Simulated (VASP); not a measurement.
Runs of VASP 6.6.1 on I. The structure is that of space group Fmmm (No. 69), or close to it. The cells are those of the table. 

```csv
level,potentials or basis,cell,k mesh,smearing,gap on the mesh (eV),pressure (GPa)
PBEsol,"VASP PAW PBE potentials, release 64 (I)","a = 4.659, b = 4.570, c = 3.288 Å, angles 70.6, 67.7, 41.7°, 1 atom",9 × 9 × 9,fermi-dirac 0.05 eV,none,-2.5
LDA,"VASP PAW LDA potentials, release 64 (I)","a = 4.570, b = 4.482, c = 3.225 Å, angles 70.6, 67.7, 41.7°, 1 atom",8 × 8 × 8,fermi-dirac 0.05 eV,none,(b)
PBEsol,"VASP PAW PBE potentials, release 64 (I)","a = 4.570, b = 4.482, c = 3.225 Å, angles 70.6, 67.7, 41.7°, 1 atom",9 × 9 × 9,fermi-dirac 0.05 eV,none,-1.4
PBE,"VASP PAW PBE potentials, release 64 (I)","a = 4.570, b = 4.482, c = 3.225 Å, angles 70.6, 67.7, 41.7°, 1 atom",9 × 9 × 9,gaussian 0.025 eV,none,0.4
PBE+D3(BJ),"VASP PAW PBE potentials, release 64 (I)","a = 4.476, b = 4.391, c = 3.159 Å, angles 70.6, 67.7, 41.7°, 1 atom",9 × 9 × 9,fermi-dirac 0.05 eV,none,(a)
PBE,"VASP PAW PBE potentials, release 64 (I)","a = 4.570, b = 4.482, c = 3.225 Å, angles 70.6, 67.7, 41.7°, 1 atom",9 × 9 × 9,gaussian 0.027 eV,none,0.4
PBE,"VASP PAW PBE potentials, release 64 (I)","a = 4.600, b = 4.512, c = 3.247 Å, angles 70.6, 67.7, 41.7°, 1 atom",9 × 9 × 9,fermi-dirac 0.05 eV,none,(c)
PBEsol,"VASP PAW PBE potentials, release 64 (I)","a = 4.539, b = 4.452, c = 3.204 Å, angles 70.6, 67.7, 41.7°, 1 atom",9 × 9 × 9,fermi-dirac 0.05 eV,none,-0.9
PBEsol,"VASP PAW PBE potentials, release 64 (I)","a = 4.630, b = 4.541, c = 3.268 Å, angles 70.6, 67.7, 41.7°, 1 atom",9 × 9 × 9,fermi-dirac 0.05 eV,none,-2.2
PBEsol,"VASP PAW PBE potentials, release 64 (I)","a = 4.508, b = 4.422, c = 3.182 Å, angles 70.6, 67.7, 41.7°, 1 atom",9 × 9 × 9,fermi-dirac 0.05 eV,none,-0.4
r2SCAN,"VASP PAW PBE potentials, release 64 (I)","a = 4.570, b = 4.482, c = 3.225 Å, angles 70.6, 67.7, 41.7°, 1 atom",9 × 9 × 9,fermi-dirac 0.05 eV,none,0.0
LDA,"VASP PAW LDA potentials, release 64 (I)","a = 4.539, b = 4.452, c = 3.204 Å, angles 70.6, 67.7, 41.7°, 1 atom",9 × 9 × 9,fermi-dirac 0.05 eV,none,-1.9
```

Alike in all rows: task single point; no spin polarisation; cutoff (eV) 520.

Problem. Estimate the missing entries.

Solution. (a) 0.8; (b) -2.3; (c) -0.1.

Caveats: spin-orbit coupling is left out, which moves the levels of the heavy elements; an odd number of electrons without spin polarisation forces a metal; a magnetic or distorted state may lie lower; the PAW data sets were made with another functional, which shifts forces and pressure a little (some runs); pairwise dispersion overbinds metals, which lowers pressure and volume (some runs).

A k mesh can miss the band edges, and the runs leave out spin-orbit coupling on I.

A gap of «none» marks levels without a gap at the run's occupations.
